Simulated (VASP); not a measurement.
Runs of VASP 6.6.1 on Se. The structure is that of space group P6_3/mmc (No. 194), or close to it. The cells are those of the table. This isn't the form of Se at room conditions, which is trigonal, of chains.

| task | spin | cell | k mesh | cutoff (eV) | gap on the mesh (eV) | pressure (GPa) |
| --- | --- | --- | --- | --- | --- | --- |
| single point | off | a = 3.662, b = 3.662, c = 3.848 Å, angles 90.0, 90.0, 120.0°, 2 atoms | 12 × 12 × 6 | 520 | none | 0.0 |
| single point | off | a = 3.803, b = 3.803, c = 3.996 Å, angles 90.0, 90.0, 120.0°, 2 atoms | 16 × 16 × 13 | 520 | none | (a) |
| single point | non-collinear, zero start, SOC | a = 3.662, b = 3.662, c = 3.848 Å, angles 90.0, 90.0, 120.0°, 2 atoms | 10 × 10 × 8 | 520 | - | -0.1 |
| relaxation of cell and atoms | off | relaxed from a = 3.136, b = 3.136, c = 5.121 Å, angles 90.0, 90.0, 120.0°, 2 atoms | 12 × 12 × 6 | 600 | none | 0.0 |
| single point | off | a = 3.613, b = 3.613, c = 3.796 Å, angles 90.0, 90.0, 120.0°, 2 atoms | 16 × 16 × 13 | 520 | none | 2.8 |
| single point | off | a = 3.662, b = 3.662, c = 3.848 Å, angles 90.0, 90.0, 120.0°, 2 atoms | 16 × 16 × 13 | 520 | none | -0.1 |

Alike in all rows: level PBE; potentials or basis VASP PAW PBE potentials, release 64 (Se); smearing fermi-dirac 0.1 eV.

Problem. Fill in the values left out.

Solution. (a) -5.9.

Caveats: the cell stands under tension (at least some runs); a cell axis changed by over 15 % at a fixed basis, so the end point is rough (at least some runs).

A k mesh can miss the band edges, and rows without SOC leave out spin-orbit coupling on Se.

A gap of «none» marks levels without a gap at the run's occupations.
